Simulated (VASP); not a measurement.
Input of a VASP 6.6.1 run:

Contents of INCAR:

```
SYSTEM = La2Zr2O
  PREC = Accurate
  ENCUT = 520
  EDIFF = 1E-6
  ISMEAR = 0
  SIGMA = 0.1
  LREAL = .FALSE.
  LASPH = .TRUE.
  NELM = 100
  ALGO = Normal
  ISIF = 2
  LWAVE = .FALSE.
  LCHARG = .TRUE.
  GGA = PE
  LELF = .TRUE.
  LVHAR = .TRUE.
  NBANDS = 34
```

Contents of KPOINTS:

```
regular mesh
0
G
  6 6 2
  0 0 0
```

Contents of POSCAR:

```
La2Zr2O
1.0
    3.5677621623      0.0000000025      0.0000000000
   -1.7838810833      3.0897726660      0.0000000000
    0.0000000000      0.0000000000     11.9538776405
La Zr O
2 2 1
Direct
    0.0000000000      0.0000000000      0.7221991266
    0.0000000000      0.0000000000      0.2778008734
    0.6666666667      0.3333333333      0.5000000000
    0.3333333333      0.6666666667      0.0000000000
    0.6666666667      0.3333333333      0.0000000000
```

Potentials or basis: VASP PAW PBE potentials, release 64 (La, Zr_sv, O).

Launch:

```console
$ cat potpaw_PBE.64/La/POTCAR potpaw_PBE.64/Zr_sv/POTCAR potpaw_PBE.64/O/POTCAR > POTCAR
$ mpirun -np 1 vasp_std > vasp.out
```

Q: Predict the band gap on the k mesh.

A: Zero (band 26 reaches 8.73 eV, above the bottom of band 27 at 7.67 eV).

Q: What does it give for the largest force?

A: 0.004 eV/Å.

Q: Predict the pressure.

A: 0.1 GPa.

Forces in eV/Å, atoms in the order of the input:
```
La   0.000  0.000  0.004
La   0.000  0.000 -0.004
Zr   0.000  0.000  0.000
Zr   0.000  0.000  0.000
O    0.000  0.000  0.000
```

Caveat: spin-orbit coupling is left out, which moves the levels of the heavy elements.
